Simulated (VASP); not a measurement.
Write the native input for VASP 6.6.1 that does the following.

| Quantity | Value |
| --- | --- |
| Task | single point |
| Functional | PBEsol |
| Potentials or basis | VASP PAW PBE potentials, release 64 (Ta_pv, O) |
| Cutoff | 520 eV |
| k mesh | 14 × 14 × 8 |
| Occupations | gaussian, width 0.15 eV |
| Spin | no spin polarisation |
| Dipole correction | no |
| Further INCAR settings | ALGO = Normal; EDIFF = 1e-06; NBANDS = 33 |

The structure of Ta4O lies in POSCAR:

```
Ta4O
1.0
    3.3072661624      0.0000000000      0.0000000000
    0.0000000000      3.3072661624      0.0000000000
    0.0000000000      0.0000000000      7.3419834195
Ta O
4 1
Direct
    0.0000000000      0.0000000000      0.5000000000
    0.5000000000      0.5000000000      0.7827831983
    0.5000000000      0.5000000000      0.2172168017
    0.0000000000      0.0000000000      0.0000000000
    0.5000000000      0.5000000000      0.5000000000
```

This cell differs from its parent crystal: strain +0.030 along x and y, +0.000 along z.

One way to write it, as run:

INCAR

```
SYSTEM = Ta4O
PREC = Accurate ; ENCUT = 520
EDIFF = 1E-6 ; ISMEAR = 0
SIGMA = 0.15 ; LREAL = .FALSE.
LASPH = .TRUE. ; NELM = 60
ALGO = Normal ; ISIF = 2
LWAVE = .FALSE. ; LCHARG = .TRUE.
GGA = PS ; LELF = .TRUE.
LVHAR = .TRUE. ; NBANDS = 33
```

KPOINTS

```
regular mesh
0
G
  14 14 8
  0 0 0
```

Potentials or basis: VASP PAW PBE potentials, release 64 (Ta_pv, O).

Command:

```console
$ cat potpaw_PBE.64/Ta_pv/POTCAR potpaw_PBE.64/O/POTCAR > POTCAR
$ mpirun -np 1 vasp_std > vasp.out
```

Results of the run:

```
Pressure               : -11.0 GPa
Largest force          : 0.172 eV/Å
Band gap on the k mesh : zero (band 25 reaches 6.54 eV, above the bottom of band 26 at 5.52 eV)
```

Caveat: the cell differs from its parent crystal (strain +0.030 along x and y, +0.000 along z); the PAW data sets were made with another functional, which shifts forces and pressure a little; spin-orbit coupling is left out, which moves the levels of the heavy elements.

Run time: 14 min on 1 thread of Oxide Virtual Turin-like Processor, on a shared host, peak memory 0.44 GiB.
